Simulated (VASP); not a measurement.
Runs of VASP 6.6.1 on TePb. The structure is that of space group Pm-3m (No. 221), or close to it. The cells are those of the table. 

| cell | k mesh | gap on the mesh (eV) | pressure (GPa) |
| --- | --- | --- | --- |
| a = 4.057 Å, 2 atoms | 8 × 8 × 8 | none | -1.6 |
| a = 3.837 Å, 2 atoms | 10 × 10 × 10 | none | 6.2 |
| a = 3.950 Å, 2 atoms | 8 × 8 × 8 | none | (b) |
| a = 3.717 Å, 2 atoms | 10 × 10 × 10 | none | 14.0 |
| a = 4.004 Å, 2 atoms | 8 × 8 × 8 | none | (a) |
| a = 3.894 Å, 2 atoms | 10 × 10 × 10 | none | 3.5 |

Alike in all rows: task single point; level PBE; potentials or basis VASP PAW PBE potentials, release 64 (Te, Pb_d); no spin polarisation; cutoff (eV) 520; smearing gaussian 0.05 eV.

**Question.** Fill in the values left out.

**Answer.** (a) 0.0; (b) 1.7.

Caveats: spin-orbit coupling is left out, which moves the levels of the heavy elements.

A k mesh can miss the band edges, and the runs leave out spin-orbit coupling on Pb, Te.

A gap of «none» marks levels without a gap at the run's occupations.
